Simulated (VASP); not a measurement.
# Ni (Fm-3m) in VASP: single point with PBE

Aim: the single point of Ni with PBE.

All numbers are computed with VASP 6.6.1; they aren't measurements. Logs are shortened: lines on timing, memory, paths and dates and some standing lists are left out, and cuts for length are marked.

## (1) The cell of the first run

Symmetry: Fm-3m, No. 225, cubic system. The conventional cell has a = 3.557 Å, b = 3.557 Å, c = 3.557 Å, α = 90.00°, β = 90.00°, γ = 90.00°. Within 3.3 Å of Ni (site symmetry m-3m) lie 12 Ni at 2.52 Å.

## (2) Single point, PBE (11.25 Å³/atom)

INCAR reads:

```
  PREC = Accurate
  ENCUT = 520
  EDIFF = 1E-7
  ISMEAR = 0
  SIGMA = 0.05
  LREAL = F
  LASPH = T
  NELM = 100
  ALGO = Normal
  ISIF = 2
  LWAVE = F
  LCHARG = F
  GGA = PE
  NBANDS = 11
```

KPOINTS reads:

```
regular mesh
0
Gamma
  22 22 22
```

POSCAR reads:

```
Ni
1.0
    0.0000000000      1.7785327272      1.7785327272
    1.7785327272      0.0000000000      1.7785327272
    1.7785327272      1.7785327272      0.0000000000
Ni
1
Direct
    0.0000000000      0.0000000000      0.0000000000
```

Potentials or basis: VASP PAW PBE potentials, release 64 (Ni).

Launch:

```console
$ cat potpaw_PBE.64/Ni/POTCAR > POTCAR
$ mpirun -np 1 vasp_std > vasp.out
```

OUTCAR:

```text
PREC = Accurate
   ENCUT = 520
   EDIFF = 1E-7
   ISMEAR = 0
   LREAL = F
   LASPH = T
   NELM = 100
   ISIF = 2
   GGA = PE

 ion  position               nearest neighbor table
   1  0.000  0.000  0.000-

  LATTYP: Found a face centered cubic cell.
 ALAT       =     3.5570654544

  Lattice vectors:

 A1 = (   0.0000000000,   1.7785327272,   1.7785327272)
 A2 = (   1.7785327272,   0.0000000000,   1.7785327272)
 A3 = (   1.7785327272,   1.7785327272,   0.0000000000)

Analysis of symmetry for initial positions (statically):
=====================================================================
 Subroutine PRICEL returns:
 Original cell was already a primitive cell.

 Routine SETGRP: Setting up the symmetry group for a
 face centered cubic supercell.

 Subroutine GETGRP returns: Found 48 space group operations
 (whereof 48 operations were pure point group operations)
 out of a pool of 48 trial point group operations.

The static configuration has the point symmetry O_h .

Analysis of symmetry for dynamics (positions and initial velocities):
=====================================================================
 Subroutine PRICEL returns:
 Original cell was already a primitive cell.

 Routine SETGRP: Setting up the symmetry group for a
 face centered cubic supercell.

 Subroutine GETGRP returns: Found 48 space group operations
 (whereof 48 operations were pure point group operations)
 out of a pool of 48 trial point group operations.

The dynamic configuration has the point symmetry O_h .

 Subroutine INISYM returns: Found 48 space group operations
 (whereof 48 operations are pure point group operations),
 and found     1 'primitive' translations

----------------------------------------------------------------------------------------

                                     Primitive cell

  volume of cell :      11.2516

  direct lattice vectors                    reciprocal lattice vectors
     0.000000000  1.778532727  1.778532727    -0.281130615  0.281130615  0.281130615
     1.778532727  0.000000000  1.778532727     0.281130615 -0.281130615  0.281130615
     1.778532727  1.778532727  0.000000000     0.281130615  0.281130615 -0.281130615

  length of vectors
     2.515225104  2.515225104  2.515225104     0.486932509  0.486932509  0.486932509

  position of ions in fractional coordinates (direct lattice)
     0.000000000  0.000000000  0.000000000

  ion indices of the primitive-cell ions
   primitive index   ion index
                 1           1

----------------------------------------------------------------------------------------

 KPOINTS: regular mesh

Automatic generation of k-mesh.
 Grid dimensions read from file:
 generate k-points for:   22   22   22

 Generating k-lattice:

  Cartesian coordinates                     Fractional coordinates (reciprocal lattice)
    -0.012778664  0.012778664  0.012778664     0.045454545  0.000000000  0.000000000
     0.012778664 -0.012778664  0.012778664     0.000000000  0.045454545  0.000000000
     0.012778664  0.012778664 -0.012778664     0.000000000  0.000000000  0.045454545

  Length of vectors
     0.022133296  0.022133296  0.022133296

  Shift w.r.t. Gamma in fractional coordinates (k-lattice)
     0.000000000  0.000000000  0.000000000

 Subroutine IBZKPT returns following result:
 ===========================================

 Found    328 irreducible k-points:

 Following reciprocal coordinates:
            Coordinates               Weight
  0.000000  0.000000  0.000000      1.000000
  0.045455  0.000000  0.000000      8.000000
  0.090909  0.000000  0.000000      8.000000
  0.136364  0.000000  0.000000      8.000000
  0.181818  0.000000  0.000000      8.000000
  0.227273  0.000000  0.000000      8.000000
[... 16 lines left out ...]
  0.500000  0.045455  0.000000     24.000000
 -0.454545  0.045455  0.000000     24.000000
 [... further k-points ...]
   k-points           NKPTS =    328   k-points in BZ     NKDIM =    328   number of bands    NBANDS=     11
   number of dos      NEDOS =    301   number of ions     NIONS =      1
   total plane-waves  NPLWV =   8000
   dimension x,y,z NGX =    20 NGY =   20 NGZ =   20
   dimension x,y,z NGXF=    40 NGYF=   40 NGZF=   40
   ions per type =               1
   NGX,Y,Z   is equivalent  to a cutoff of  13.22, 13.22, 13.22 a.u.
   NGXF,Y,Z  is equivalent  to a cutoff of  26.44, 26.44, 26.44 a.u.
 SYSTEM =  unknown system
   PREC   = accura    normal or accurate (medium, high low for compatibility)
   ISTART =      0    job   : 0-new  1-cont  2-samecut
   ICHARG =      2    charge: 1-file 2-atom 10-const
   ISPIN  =      1    spin polarized calculation?
   LNONCOLLINEAR =      F non collinear calculations
   LSORBIT =      F    spin-orbit coupling
   LASPH  =      T    aspherical Exc in radial PAW
   ENCUT  =  520.0 eV  38.22 Ry    6.18 a.u.   4.68  4.68  4.68*2*pi/ulx,y,z
   NELM   =    100;   NELMIN=  2; NELMDL= -5     # of ELM steps
   EDIFF  = 0.1E-06   stopping-criterion for ELM
   LREAL  =      F    real-space projection
   EDIFFG = 0.1E-05   stopping-criterion for IOM
   NSW    =      0    number of steps for IOM
   IBRION =     -1    ionic relax: 0-MD 1-quasi-New 2-CG
   NFREE  =      0    steps in history (QN), initial steepest desc. (CG)
   ISIF   =      2    stress and relaxation
   ISYM   =      2    0-nonsym 1-usesym 2-fastsym
   POTIM  = 0.5000    time-step for ionic-motion
   TEBEG  =    0.0;   TEEND  =   0.0 temperature during run
   PSTRESS=    0.0 pullay stress
   NELECT =      10.0000    total number of electrons
   NUPDOWN=      -1.0000    fix difference up-down
   EMIN   =  10.00;   EMAX   =-10.00  energy-range for DOS
   EFERMI =   0.00;   METHOD = LEGACY
   ISMEAR =     0;   SIGMA  =   0.05  broadening in eV -4-tet -1-fermi 0-gaus
   EFERMI_NEDOS =   21; number of points for ismear=-14 and -15
   IALGO  =     38    algorithm
   IMIX   =      4    mixing-type and parameters
     AMIX     =   0.40;   BMIX     =  1.00
     AMIX_MAG =   1.60;   BMIX_MAG =  1.00
  volume/ion in A,a.u.               =      11.25        75.93
  Fermi-wavevector in a.u.,A,eV,Ry     =   1.573994  2.974417 33.707835  2.477456
  Thomas-Fermi vector in A             =   2.675195
   LORBIT       =      0    0 simple, 1 ext, 2 COOP (PROOUT), +10 PAW based schemes
   GGA     = PE    functional components
   LHFCALC =     F    Hartree Fock is set to
   AEXX    =    0.0000 exact exchange contribution
   IVDW    =     0    specifies the selected vdW correction
   LEPSILON=     F    determine dielectric tensor
   LRPA    =     F    only Hartree local field effects (RPA)
 non-spin polarized calculation
 Gauss-broadening in eV      SIGMA  =   0.05
  energy-cutoff  :      520.00
  volume of cell :       11.25
 maximum number of plane-waves:       316
   NGX =  9   NGY =  9   NGZ =  9

 number of electron      10.0000005 magnetization

 Free energy of the ion-electron system (eV)
  ---------------------------------------------------
  ext. energy  EPLUGINS =         0.00000000
  ---------------------------------------------------
  free energy    TOTEN  =        -5.40373134 eV

  energy without entropy =       -5.39736015  energy(sigma->0) =       -5.40054574

 E-fermi :   8.6951     XC(G=0): -13.0569

 val. band max:        8.6912857611   @ k =   0.4545   0.0909   0.0000
 cond. band min:       8.6954181333   @ k =   0.5000   0.0000   0.0000
 fundamental gap:      0.0041323722
 Fermi energy:         8.6950513401

 k-point     1 :       0.0000    0.0000    0.0000
  band No.  band energies     occupation
      1       0.1118      2.00000
      2       6.9528      2.00000
      3       6.9528      2.00000
      4       6.9528      2.00000
      5       7.9960      2.00000
      6       7.9960      2.00000
      7      32.2604      0.00000
      8      35.9383      0.00000
      9      35.9383      0.00000
     10      35.9383      0.00000
     11      38.8341      0.00000

 k-point     2 :       0.0455    0.0000    0.0000
  band No.  band energies     occupation
      1       0.1909      2.00000
      2       6.9315      2.00000
      3       6.9706      2.00000
      4       6.9706      2.00000
      5       7.9883      2.00000
      6       7.9883      2.00000
      7      32.0242      0.00000
      8      34.7654      0.00000
      9      35.7329      0.00000
     10      35.7329      0.00000
     11      39.1341      0.00000

 k-point     3 :       0.0909    0.0000    0.0000
  band No.  band energies     occupation
      1       0.4260      2.00000
      2       6.8716      2.00000
      3       7.0194      2.00000
      4       7.0194      2.00000
      5       7.9695      2.00000
      6       7.9695      2.00000
      7      30.8549      0.00000
      8      33.5732      0.00000
      9      35.2855      0.00000
     10      35.2856      0.00000
     11      39.8310      0.00000

 k-point     4 :       0.1364    0.0000    0.0000
  band No.  band energies     occupation
      1       0.8105      2.00000
      2       6.7845      2.00000
      3       7.0843      2.00000
      4       7.0843      2.00000
      5       7.9543      2.00000
      6       7.9543      2.00000
      7      28.7653      0.00000
      8      33.1502      0.00000
      9      34.7969      0.00000
     10      34.7969      0.00000
     11      39.9916      0.00000
[... 239 lines left out ...]
 k-point    22 :       0.4545    0.0455    0.0000
  band No.  band energies     occupation
      1       4.4481      2.00000
      2       6.8935      2.00000
      3       6.9657      2.00000
      4       7.8165      2.00000
      5       8.6774      1.38187
      6       8.9854      0.00000
      7      15.4313      0.00000
      8      30.5343      0.00000
      9      32.0463      0.00000
     10      32.8199      0.00000
     11      36.6448      0.00000

 k-point    23 :       0.5000    0.0455    0.0000
  band No.  band energies     occupation
      1       4.5264      2.00000
      2       6.8753      2.00000
      3       6.9423      2.00000
      4       8.0867      2.00000
      5       8.6973      0.94824
      6       9.2790      0.00000
      7      14.6240      0.00000
      8      30.3812      0.00000
      9      32.3477      0.00000
     10      32.4191      0.00000
     11      36.6925      0.00000

 k-point    24 :      -0.4545    0.0455    0.0000
  band No.  band energies     occupation
      1       4.5120      2.00000
      2       6.8835      2.00000
      3       6.9428      2.00000
      4       8.0472      2.00000
      5       8.6585      1.69834
      6       9.2259      0.00000
      7      14.7984      0.00000
      8      30.3027      0.00000
      9      32.2164      0.00000
     10      32.8005      0.00000
     11      36.3531      0.00000

 [... further k-points ...]

------------------------ aborting loop because EDIFF is reached ----------------------------------------

  FORCE on cell =-STRESS in cart. coord.  units (eV):
  Direction    XX          YY          ZZ          XY          YZ          ZX
  --------------------------------------------------------------------------------------
  -------------------------------------------------------------------------------------
  Total       -0.4998894     -0.4998894     -0.4998894      0.0000000      0.0000000      0.0000000
  in kB      -71.1817975    -71.1817975    -71.1817975      0.0000000      0.0000000      0.0000000
  external PRESSURE =     -71.1817975 kB  Pullay stress =       0.0000000 kB

 VOLUME and BASIS-vectors are now :
 -----------------------------------------------------------------------------
  energy-cutoff  :      520.00
  volume of cell :       11.25
      direct lattice vectors                 reciprocal lattice vectors
     0.000000000  1.778532727  1.778532727    -0.281130615  0.281130615  0.281130615
     1.778532727  0.000000000  1.778532727     0.281130615 -0.281130615  0.281130615
     1.778532727  1.778532727  0.000000000     0.281130615  0.281130615 -0.281130615

 POSITION                                       TOTAL-FORCE (eV/Angst)
 -----------------------------------------------------------------------------------
      0.00000      0.00000      0.00000         0.000000      0.000000      0.000000
 -----------------------------------------------------------------------------------
    total drift:                                0.000000      0.000000      0.000000

  FREE ENERGIE OF THE ION-ELECTRON SYSTEM (eV)
  ---------------------------------------------------
  free  energy   TOTEN  =        -5.4037313368 eV

  energy  without entropy=       -5.3973601511  energy(sigma->0) =       -5.40054574
```

Wall time 46 s (1 thread of Intel Xeon 8259CL, shared host); peak memory 0.15 GiB.

What came out:

```yaml
Free_energy: -5.4037 eV
Pressure: -7.1 GPa
Band_gap_on_the_k_mesh: zero (bands 5 and 6 overlap by 0.92 eV)
```

Caveat: the cell stands under tension; the run has no spin polarisation, though such a crystal can be magnetic.
